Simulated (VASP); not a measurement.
# Ir (I4/mmm) in VASP: notebook

Runs on Ir. Level: PBEsol. Tasks: single point.

Program: VASP 6.6.1. These are calculated values, not measurements. Logs are shortened: lines on timing, memory, paths and dates and some standing lists are left out, and cuts for length are marked.

**1. The cell of the first run**

The structure is tetragonal, space group I4/mmm (No. 139). The conventional cell has a = 2.715 Å, b = 2.715 Å, c = 4.147 Å, α = 90.00°, β = 90.00°, γ = 90.00°. Ir (site symmetry 4/mmm) has 12 Ir at 2.71 to 2.83 Å within 3.6 Å.

**2. Single point, PBEsol (strain +0.000 along x and y, +0.080 along z)**

INCAR reads:

```
SYSTEM = Ir
PREC = Accurate
ENCUT = 520
EDIFF = 1E-6
ISMEAR = 0
SIGMA = 0.15
LREAL = .FALSE.
LASPH = .TRUE.
NELM = 80
ALGO = Normal
ISIF = 2
LWAVE = .FALSE.
LCHARG = .TRUE.
GGA = PS
LELF = .TRUE.
LVHAR = .TRUE.
NBANDS = 10
```

KPOINTS reads:

```
Automatic mesh
0
G
  22 22 22
  0 0 0
```

POSCAR reads:

```
Ir
1.0
    0.0000000000      1.9197000000      2.0732760000
    1.9197000000      0.0000000000      2.0732760000
    1.9197000000      1.9197000000      0.0000000000
Ir
1
Direct
    0.0000000000      0.0000000000      0.0000000000
```

Potentials or basis: VASP PAW PBE potentials, release 64 (Ir).

Launch:

```sh
$ cat potpaw_PBE.64/Ir/POTCAR > POTCAR
$ mpirun -np 1 vasp_std > vasp.out
```

OUTCAR:

```text
SYSTEM = Ir
   PREC = Accurate
   ENCUT = 520
   EDIFF = 1E-6
   ISMEAR = 0
   LREAL = .FALSE.
   LASPH = .TRUE.
   NELM = 80
   ISIF = 2
   GGA = PS

 ion  position               nearest neighbor table
   1  0.000  0.000  0.000-

  LATTYP: Found a body centered tetragonal cell.
 ALAT       =     2.7148657757
 C/A-ratio  =     1.5273506474

  Lattice vectors:

 A1 = (  -1.9197000000,   0.0000000000,   2.0732760000)
 A2 = (   1.9197000000,   0.0000000000,   2.0732760000)
 A3 = (   0.0000000000,   1.9197000000,  -2.0732760000)

Analysis of symmetry for initial positions (statically):
=====================================================================
 Subroutine PRICEL returns:
 Original cell was already a primitive cell.

 Routine SETGRP: Setting up the symmetry group for a
 body centered tetragonal supercell.

 Subroutine GETGRP returns: Found 16 space group operations
 (whereof 16 operations were pure point group operations)
 out of a pool of 16 trial point group operations.

The static configuration has the point symmetry D_4h.

Analysis of symmetry for dynamics (positions and initial velocities):
=====================================================================
 Subroutine PRICEL returns:
 Original cell was already a primitive cell.

 Routine SETGRP: Setting up the symmetry group for a
 body centered tetragonal supercell.

 Subroutine GETGRP returns: Found 16 space group operations
 (whereof 16 operations were pure point group operations)
 out of a pool of 16 trial point group operations.

The dynamic configuration has the point symmetry D_4h.

 Subroutine INISYM returns: Found 16 space group operations
 (whereof 16 operations are pure point group operations),
 and found     1 'primitive' translations

----------------------------------------------------------------------------------------

                                     Primitive cell

  volume of cell :      15.2811

  direct lattice vectors                    reciprocal lattice vectors
     0.000000000  1.919700000  2.073276000    -0.260457363  0.260457363  0.241164225
     1.919700000  0.000000000  2.073276000     0.260457363 -0.260457363  0.241164225
     1.919700000  1.919700000  0.000000000     0.260457363  0.260457363 -0.241164225

  length of vectors
     2.825547993  2.825547993  2.714865776     0.440268395  0.440268395  0.440268395

  position of ions in fractional coordinates (direct lattice)
     0.000000000  0.000000000  0.000000000

  ion indices of the primitive-cell ions
   primitive index   ion index
                 1           1

----------------------------------------------------------------------------------------

 KPOINTS: Automatic mesh

Automatic generation of k-mesh.
 Grid dimensions read from file:
 generate k-points for:   22   22   22

 Generating k-lattice:

  Cartesian coordinates                     Fractional coordinates (reciprocal lattice)
    -0.011838971  0.011838971  0.010962010     0.045454545  0.000000000  0.000000000
     0.011838971 -0.011838971  0.010962010     0.000000000  0.045454545  0.000000000
     0.011838971  0.011838971 -0.010962010    -0.000000000 -0.000000000  0.045454545

  Length of vectors
     0.020012200  0.020012200  0.020012200

  Shift w.r.t. Gamma in fractional coordinates (k-lattice)
     0.000000000  0.000000000  0.000000000

 Subroutine IBZKPT returns following result:
 ===========================================

 Found    834 irreducible k-points:

 Following reciprocal coordinates:
            Coordinates               Weight
  0.000000  0.000000  0.000000      1.000000
  0.045455 -0.000000  0.000000      8.000000
  0.090909 -0.000000  0.000000      8.000000
  0.136364 -0.000000  0.000000      8.000000
  0.181818 -0.000000  0.000000      8.000000
  0.227273 -0.000000  0.000000      8.000000
[... 16 lines left out ...]
  0.500000  0.045455  0.000000      8.000000
 -0.454545  0.045455  0.000000      8.000000
 [... further k-points ...]
   k-points           NKPTS =    834   k-points in BZ     NKDIM =    834   number of bands    NBANDS=     10
   number of dos      NEDOS =    301   number of ions     NIONS =      1
   total plane-waves  NPLWV =  11520
   dimension x,y,z NGX =    24 NGY =   24 NGZ =   20
   dimension x,y,z NGXF=    48 NGYF=   48 NGZF=   40
   ions per type =               1
   NGX,Y,Z   is equivalent  to a cutoff of  14.12, 14.12, 12.25 a.u.
   NGXF,Y,Z  is equivalent  to a cutoff of  28.24, 28.24, 24.49 a.u.
 SYSTEM =  Ir
   PREC   = accura    normal or accurate (medium, high low for compatibility)
   ISTART =      0    job   : 0-new  1-cont  2-samecut
   ICHARG =      2    charge: 1-file 2-atom 10-const
   ISPIN  =      1    spin polarized calculation?
   LNONCOLLINEAR =      F non collinear calculations
   LSORBIT =      F    spin-orbit coupling
   LASPH  =      T    aspherical Exc in radial PAW
   ENCUT  =  520.0 eV  38.22 Ry    6.18 a.u.   5.25  5.25  5.05*2*pi/ulx,y,z
   NELM   =     80;   NELMIN=  2; NELMDL= -5     # of ELM steps
   EDIFF  = 0.1E-05   stopping-criterion for ELM
   LREAL  =      F    real-space projection
   EDIFFG = 0.1E-04   stopping-criterion for IOM
   NSW    =      0    number of steps for IOM
   IBRION =     -1    ionic relax: 0-MD 1-quasi-New 2-CG
   NFREE  =      0    steps in history (QN), initial steepest desc. (CG)
   ISIF   =      2    stress and relaxation
   ISYM   =      2    0-nonsym 1-usesym 2-fastsym
   POTIM  = 0.5000    time-step for ionic-motion
   TEBEG  =    0.0;   TEEND  =   0.0 temperature during run
   PSTRESS=    0.0 pullay stress
   NELECT =       9.0000    total number of electrons
   NUPDOWN=      -1.0000    fix difference up-down
   EMIN   =  10.00;   EMAX   =-10.00  energy-range for DOS
   EFERMI =   0.00;   METHOD = LEGACY
   ISMEAR =     0;   SIGMA  =   0.15  broadening in eV -4-tet -1-fermi 0-gaus
   EFERMI_NEDOS =   21; number of points for ismear=-14 and -15
   IALGO  =     38    algorithm
   IMIX   =      4    mixing-type and parameters
     AMIX     =   0.40;   BMIX     =  1.00
     AMIX_MAG =   1.60;   BMIX_MAG =  1.00
  volume/ion in A,a.u.               =      15.28       103.12
  Fermi-wavevector in a.u.,A,eV,Ry     =   1.372264  2.593203 25.621252  1.883109
  Thomas-Fermi vector in A             =   2.497887
   LORBIT       =      0    0 simple, 1 ext, 2 COOP (PROOUT), +10 PAW based schemes
   GGA     = PS    functional components
   LHFCALC =     F    Hartree Fock is set to
   AEXX    =    0.0000 exact exchange contribution
   IVDW    =     0    specifies the selected vdW correction
   LEPSILON=     F    determine dielectric tensor
   LRPA    =     F    only Hartree local field effects (RPA)
 non-spin polarized calculation
 Gauss-broadening in eV      SIGMA  =   0.15
  energy-cutoff  :      520.00
  volume of cell :       15.28
 maximum number of plane-waves:       423
 NGX is ok and might be reduce to    24
   NGX = 11   NGY = 11   NGZ = 11

 number of electron       9.0000000 magnetization

 Free energy of the ion-electron system (eV)
  ---------------------------------------------------
  ext. energy  EPLUGINS =         0.00000000
  ---------------------------------------------------
  free energy    TOTEN  =        -9.66169710 eV

  energy without entropy =       -9.64851370  energy(sigma->0) =       -9.65510540

 E-fermi :   8.9187     XC(G=0): -13.6504

 val. band max:        8.9166035562   @ k =   0.4545   0.0909   0.2727
 cond. band min:       8.9194877626   @ k =   0.2273   0.1818   0.0000
 fundamental gap:      0.0028842064
 Fermi energy:         8.9187427798

 k-point     1 :       0.0000    0.0000    0.0000
  band No.  band energies     occupation
      1      -1.4172      2.00000
      2       4.8835      2.00000
      3       5.8453      2.00000
      4       5.8453      2.00000
      5       7.2330      2.00000
      6       8.4783      1.99997
      7      23.4965      0.00000
      8      27.1793      0.00000
      9      29.2354      0.00000
     10      29.2354      0.00000

 k-point     2 :       0.0455   -0.0000    0.0000
  band No.  band energies     occupation
      1      -1.3318      2.00000
      2       4.9032      2.00000
      3       5.8160      2.00000
      4       5.8812      2.00000
      5       7.2228      2.00000
      6       8.4448      1.99999
      7      23.6376      0.00000
      8      27.1583      0.00000
      9      28.8443      0.00000
     10      29.3738      0.00000

 k-point     3 :       0.0909   -0.0000    0.0000
  band No.  band energies     occupation
      1      -1.0806      2.00000
      2       4.9449      2.00000
      3       5.7440      2.00000
      4       5.9825      2.00000
      5       7.2087      2.00000
      6       8.3547      2.00000
      7      24.0347      0.00000
      8      26.7221      0.00000
      9      28.5240      0.00000
     10      29.7779      0.00000

 k-point     4 :       0.1364   -0.0000    0.0000
  band No.  band energies     occupation
      1      -0.6808      2.00000
      2       4.9647      2.00000
      3       5.6674      2.00000
      4       6.1274      2.00000
      5       7.2395      2.00000
      6       8.2406      2.00000
      7      24.6007      0.00000
      8      25.6632      0.00000
      9      28.9121      0.00000
     10      30.4132      0.00000
[... 222 lines left out ...]
 k-point    22 :       0.4545    0.0455    0.0000
  band No.  band energies     occupation
      1       1.6703      2.00000
      2       4.9283      2.00000
      3       6.0155      2.00000
      4       7.5201      2.00000
      5       9.4722      0.00000
      6       9.8821      0.00000
      7      16.3035      0.00000
      8      23.0101      0.00000
      9      28.0354      0.00000
     10      28.8118      0.00000

 k-point    23 :       0.5000    0.0455    0.0000
  band No.  band energies     occupation
      1       1.6767      2.00000
      2       4.9061      2.00000
      3       5.9584      2.00000
      4       7.9828      2.00000
      5       9.5165      0.00000
      6      10.2667      0.00000
      7      15.5235      0.00000
      8      22.8291      0.00000
      9      27.4785      0.00000
     10      28.7104      0.00000

 k-point    24 :      -0.4545    0.0455    0.0000
  band No.  band energies     occupation
      1       1.6792      2.00000
      2       4.9309      2.00000
      3       5.9520      2.00000
      4       7.8663      2.00000
      5       9.4180      0.00000
      6      10.3705      0.00000
      7      15.6269      0.00000
      8      22.8575      0.00000
      9      27.3335      0.00000
     10      28.9684      0.00000

 [... further k-points ...]
[... 5 lines left out ...]
  --------------------------------------------------------------------------------------
  -------------------------------------------------------------------------------------
  Total       -1.5850826     -1.5850826     -3.8038257      0.0000000      0.0000000      0.0000000
  in kB     -166.1914383   -166.1914383   -398.8203791      0.0000000      0.0000000      0.0000000
  external PRESSURE =    -243.7344186 kB  Pullay stress =       0.0000000 kB

 VOLUME and BASIS-vectors are now :
 -----------------------------------------------------------------------------
  energy-cutoff  :      520.00
  volume of cell :       15.28
      direct lattice vectors                 reciprocal lattice vectors
     0.000000000  1.919700000  2.073276000    -0.260457363  0.260457363  0.241164225
     1.919700000  0.000000000  2.073276000     0.260457363 -0.260457363  0.241164225
     1.919700000  1.919700000  0.000000000     0.260457363  0.260457363 -0.241164225

 POSITION                                       TOTAL-FORCE (eV/Angst)
 -----------------------------------------------------------------------------------
      0.00000      0.00000      0.00000         0.000000      0.000000      0.000000
 -----------------------------------------------------------------------------------
    total drift:                                0.000000      0.000000     -0.000000

  FREE ENERGIE OF THE ION-ELECTRON SYSTEM (eV)
  ---------------------------------------------------
  free  energy   TOTEN  =        -9.6616970953 eV

  energy  without entropy=       -9.6485136967  energy(sigma->0) =       -9.65510540
```

Wall time 62 s (1 thread of Intel Xeon Platinum 8375C at 2.90GHz (Ice Lake), shared host); peak memory 0.25 GiB.

Results:

- Free energy: -9.6617 eV
- Pressure: -24.4 GPa

Caveat: the cell differs from its parent crystal (strain +0.000 along x and y, +0.080 along z); the PAW data sets were made with another functional, which shifts forces and pressure a little; spin-orbit coupling is left out, which moves the levels of the heavy elements.

**3. Single point, PBEsol (strain +0.040 along x and y, +0.000 along z)**

INCAR reads:

```
SYSTEM = Ir
ALGO     = Fast           ! electronic algorithm
EDIFF    = 1E-6           ! SCF threshold, eV
ENCUT    = 520            ! plane-wave cutoff, eV
GGA      = PS             ! functional
ISIF     = 2              ! what is computed and relaxed
ISMEAR   = 0              ! smearing method
LASPH    = .True.         ! aspherical terms in the spheres
LCHARG   = .False.        ! write CHGCAR
LREAL    = .False.        ! projectors in reciprocal space
LWAVE    = .False.        ! write WAVECAR
NBANDS   = 10             ! bands
NELM     = 60             ! most SCF steps
PREC     = Accurate       ! precision mode
SIGMA    = 0.15           ! smearing width, eV
```

KPOINTS reads:

```
k-points
0
Gamma
  22 22 22
  0 0 0
```

POSCAR reads:

```
Ir
1.0
    0.0000000000      1.9964880000      1.9197000000
    1.9964880000      0.0000000000      1.9197000000
    1.9964880000      1.9964880000      0.0000000000
Ir
1
Direct
    0.0000000000      0.0000000000      0.0000000000
```

Potentials or basis: VASP PAW PBE potentials, release 64 (Ir).

Launch:

```sh
$ cat potpaw_PBE.64/Ir/POTCAR > POTCAR
$ mpirun -np 1 vasp_std > vasp.out
```

OUTCAR:

```text
SYSTEM = Ir
   EDIFF = 1E-6
   ENCUT = 520
   GGA = PS
   ISIF = 2
   ISMEAR = 0
   LASPH = .True.
   LREAL = .False.
   NELM = 60
   PREC = Accurate

 ion  position               nearest neighbor table
   1  0.000  0.000  0.000-

  LATTYP: Found a body centered tetragonal cell.
 ALAT       =     2.8234604067
 C/A-ratio  =     1.3598207331

  Lattice vectors:

 A1 = (   0.0000000000,  -1.9964880000,  -1.9197000000)
 A2 = (   0.0000000000,   1.9964880000,  -1.9197000000)
 A3 = (   1.9964880000,   0.0000000000,   1.9197000000)

Analysis of symmetry for initial positions (statically):
=====================================================================
 Subroutine PRICEL returns:
 Original cell was already a primitive cell.

 Routine SETGRP: Setting up the symmetry group for a
 body centered tetragonal supercell.

 Subroutine GETGRP returns: Found 16 space group operations
 (whereof 16 operations were pure point group operations)
 out of a pool of 16 trial point group operations.

The static configuration has the point symmetry D_4h.
[... 157 lines left out ...]
  free energy    TOTEN  =        -9.70070495 eV

  energy without entropy =       -9.68709083  energy(sigma->0) =       -9.69389789

 E-fermi :   8.8987     XC(G=0): -13.6436

 val. band max:        8.8968102084   @ k =  -0.1818  -0.0000   0.1364
 cond. band min:       8.8987574818   @ k =   0.5000   0.3636   0.1364
 fundamental gap:      0.0019472734
 Fermi energy:         8.8987033825

 k-point     1 :       0.0000    0.0000    0.0000
  band No.  band energies     occupation
      1      -1.4276      2.00000
      2       5.3320      2.00000
      3       5.3320      2.00000
      4       5.7800      2.00000
      5       7.5627      2.00000
      6       8.1487      2.00000
      7      23.4026      0.00000
      8      28.1225      0.00000
      9      28.1225      0.00000
     10      29.2470      0.00000
[... 287 lines left out ...]
 k-point    24 :      -0.4545    0.0455    0.0000
  band No.  band energies     occupation
      1       1.6636      2.00000
      2       5.2221      2.00000
      3       5.5847      2.00000
      4       7.8132      2.00000
      5       9.7071      0.00000
      6       9.9912      0.00000
      7      15.6165      0.00000
      8      23.0522      0.00000
      9      27.8121      0.00000
     10      28.1286      0.00000

 [... further k-points ...]
[... 5 lines left out ...]
  --------------------------------------------------------------------------------------
  -------------------------------------------------------------------------------------
  Total       -2.8309582     -2.8309582     -1.7396834      0.0000000     -0.0000000     -0.0000000
  in kB     -296.3788881   -296.3788881   -182.1310702      0.0000000     -0.0000000     -0.0000000
  external PRESSURE =    -258.2962822 kB  Pullay stress =       0.0000000 kB

 VOLUME and BASIS-vectors are now :
 -----------------------------------------------------------------------------
  energy-cutoff  :      520.00
  volume of cell :       15.30
      direct lattice vectors                 reciprocal lattice vectors
     0.000000000  1.996488000  1.919700000    -0.250439772  0.250439772  0.260457363
     1.996488000  0.000000000  1.919700000     0.250439772 -0.250439772  0.260457363
     1.996488000  1.996488000  0.000000000     0.250439772  0.250439772 -0.260457363

 POSITION                                       TOTAL-FORCE (eV/Angst)
 -----------------------------------------------------------------------------------
      0.00000      0.00000      0.00000         0.000000     -0.000000      0.000000
 -----------------------------------------------------------------------------------
    total drift:                                0.000000      0.000000      0.000000

  FREE ENERGIE OF THE ION-ELECTRON SYSTEM (eV)
  ---------------------------------------------------
  free  energy   TOTEN  =        -9.7007049543 eV

  energy  without entropy=       -9.6870908267  energy(sigma->0) =       -9.69389789
```

OSZICAR:

```text
N       E                     dE             d eps       ncg     rms          rms(c)
DAV:   1     0.463941441776E+02    0.46394E+02   -0.43404E+03 16834   0.812E+02
DAV:   2    -0.943200334555E+01   -0.55826E+02   -0.52910E+02 17024   0.192E+02
DAV:   3    -0.103680567573E+02   -0.93605E+00   -0.93079E+00 19616   0.303E+01
DAV:   4    -0.103765131855E+02   -0.84564E-02   -0.84547E-02 18734   0.267E+00
DAV:   5    -0.103766872217E+02   -0.17404E-03   -0.17403E-03 18936   0.372E-01    0.128E+01
RMM:   6    -0.978463458517E+01    0.59205E+00   -0.56501E-01 17141   0.914E+00    0.457E+00
RMM:   7    -0.970508394810E+01    0.79551E-01   -0.19775E-01 17548   0.373E+00    0.160E+00
RMM:   8    -0.970475049828E+01    0.33345E-03   -0.19947E-02 20145   0.182E+00    0.126E+00
RMM:   9    -0.970228459219E+01    0.24659E-02   -0.41843E-03 20060   0.526E-01    0.620E-01
RMM:  10    -0.970066595240E+01    0.16186E-02   -0.33319E-03 17721   0.842E-01    0.119E-01
RMM:  11    -0.970072261542E+01   -0.56663E-04   -0.23360E-04 20327   0.136E-01    0.105E-01
RMM:  12    -0.970073488334E+01   -0.12268E-04   -0.61755E-05 21385   0.555E-02    0.113E-01
RMM:  13    -0.970071619006E+01    0.18693E-04   -0.12382E-05 18651   0.376E-02    0.714E-02
RMM:  14    -0.970070451728E+01    0.11673E-04   -0.35854E-05 21412   0.628E-02    0.934E-03
RMM:  15    -0.970070495433E+01   -0.43705E-06   -0.53712E-06 19130   0.201E-02
   1 F= -.97007050E+01 E0= -.96938979E+01  d E =-.136141E-01
```

Run time: 88 s. Hardware: 1 thread of Intel Xeon Platinum 8375C at 2.90GHz (Ice Lake), shared host; peak memory 0.26 GiB.

What came out:

* Free energy: -9.7007 eV
* Pressure: -25.8 GPa

Stress tensor (GPa, compression positive):
```
-29.64   0.00   0.00
  0.00 -29.64   0.00
  0.00   0.00 -18.21
```

Levels at points of the mesh, in eV from the Fermi level:
```tsv
k point	band 2	band 3	band 4	band 5	band 6	band 7
(0.00, 0.00, 0.00)	-3.57	-3.57	-3.12	-1.34	-0.75	14.50
(0.50, 0.00, 0.00)	-3.75	-3.25	-0.57	0.67	0.94	6.50
(0.50, 0.50, 0.00)	-6.54	0.76	1.33	1.33	2.24	10.13
(0.50, 0.00, 0.50)	-6.49	0.78	1.07	1.45	1.49	9.14
```

Caveat: the cell differs from its parent crystal (strain +0.040 along x and y, +0.000 along z); the PAW data sets were made with another functional, which shifts forces and pressure a little; spin-orbit coupling is left out, which moves the levels of the heavy elements.
